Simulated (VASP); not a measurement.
Set up this calculation in VASP 6.6.1, as the native input.

```
Task                   : single point
Functional             : PBEsol
Potentials or basis    : VASP PAW PBE potentials, release 64 (Cs_sv, Ca_sv, B, O)
Cutoff                 : 520 eV
k mesh                 : 4 × 4 × 4
Occupations            : fermi-dirac, width 0.02 eV
Spin                   : no spin polarisation
Dipole correction      : no
Further INCAR settings : LREAL = Auto; ALGO = Normal; EDIFF = 1e-06; NBANDS = 98
```

The structure of CsCaBO3 lies in POSCAR:

```
CsCaBO3
1.0
    7.5191739048      0.0000000000      0.0000000000
    0.0000000000      7.5191739048      0.0000000000
    0.0000000000      0.0000000000      7.5191739048
Cs Ca B O
4 4 4 12
Direct
    0.6395891791      0.3604108209      0.8604108209
    0.8604108209      0.6395891791      0.3604108209
    0.1395891791      0.1395891791      0.1395891791
    0.3604108209      0.8604108209      0.6395891791
    0.8561041215      0.8561041215      0.8561041215
    0.6438958785      0.1438958785      0.3561041215
    0.3561041215      0.6438958785      0.1438958785
    0.1438958785      0.3561041215      0.6438958785
    0.0948507573      0.5948507573      0.9051492427
    0.4051492427      0.4051492427      0.4051492427
    0.5948507573      0.9051492427      0.0948507573
    0.9051492427      0.0948507573      0.5948507573
    0.0840234454      0.7329237997      0.0277438119
    0.4159765546      0.2670762003      0.5277438119
    0.5840234454      0.7670762003      0.9722561881
    0.9159765546      0.2329237997      0.4722561881
    0.0277438119      0.0840234454      0.7329237997
    0.5277438119      0.4159765546      0.2670762003
    0.9722561881      0.5840234454      0.7670762003
    0.4722561881      0.9159765546      0.2329237997
    0.7329237997      0.0277438119      0.0840234454
    0.2670762003      0.5277438119      0.4159765546
    0.7670762003      0.9722561881      0.5840234454
    0.2329237997      0.4722561881      0.9159765546
```

One way to write it, as run:

INCAR

```
  PREC = Accurate
  ENCUT = 520
  EDIFF = 1E-6
  ISMEAR = -1
  SIGMA = 0.02
  LREAL = Auto
  LASPH = T
  NELM = 80
  ALGO = Normal
  ISIF = 2
  LWAVE = F
  LCHARG = T
  GGA = PS
  LELF = T
  LVHAR = T
  NBANDS = 98
```

KPOINTS

```
Automatic mesh
0
Gamma
  4 4 4
```

Potentials or basis: VASP PAW PBE potentials, release 64 (Cs_sv, Ca_sv, B, O).

The run is started by

```console
$ cat potpaw_PBE.64/Cs_sv/POTCAR potpaw_PBE.64/Ca_sv/POTCAR potpaw_PBE.64/B/POTCAR potpaw_PBE.64/O/POTCAR > POTCAR
$ mpirun -np 1 vasp_std > vasp.out
```

It gave:

* Pressure: 0.5 GPa
* Largest force: 0.120 eV/Å
* Band gap on the k mesh: 4.04 eV, direct

Caveat: the PAW data sets were made with another functional, which shifts forces and pressure a little; spin-orbit coupling is left out, which moves the levels of the heavy elements.

It took 21 min on 1 thread of Intel(R) Xeon(R) Platinum 8488C (Sapphire Rapids), on a shared host, peak memory 0.59 GiB.
